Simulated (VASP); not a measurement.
Crystal: HfRu3.

```
Hf Ru
1.0
     3.95577    0.00000    0.00000
     0.00000    3.95577    0.00000
     0.00000    0.00000    3.95577
Hf Ru
1 3
Direct
  0.00000 0.00000 0.00000
  0.50000 0.50000 0.00000
  0.50000 0.00000 0.50000
  0.00000 0.50000 0.50000
```

Base run:

* Program: VASP 6.6.1
* Functional: PBEsol
* Potentials or basis: VASP PAW PBE potentials, release 64 (Hf_pv, Ru_pv)
* Cutoff: 520 eV
* k mesh: 6 × 6 × 6
* Occupations: gaussian, width 0.15 eV
* Spin: no spin polarisation

Its results: band gap on the k mesh zero (band 26 reaches 11.68 eV, above the bottom of band 27 at 8.72 eV); pressure -10.4 GPa.

The run is repeated on the same cell with these changes: functional from PBEsol to revPBE. What comes out?

Band gap on the k mesh zero (band 26 reaches 11.89 eV, above the bottom of band 27 at 8.95 eV); pressure 1.0 GPa.

revPBE binds less tightly than PBEsol, so the same cell stands under more pressure.

Caveats: the PAW data sets were made with another functional, which shifts forces and pressure a little; spin-orbit coupling is left out, which moves the levels of the heavy elements.
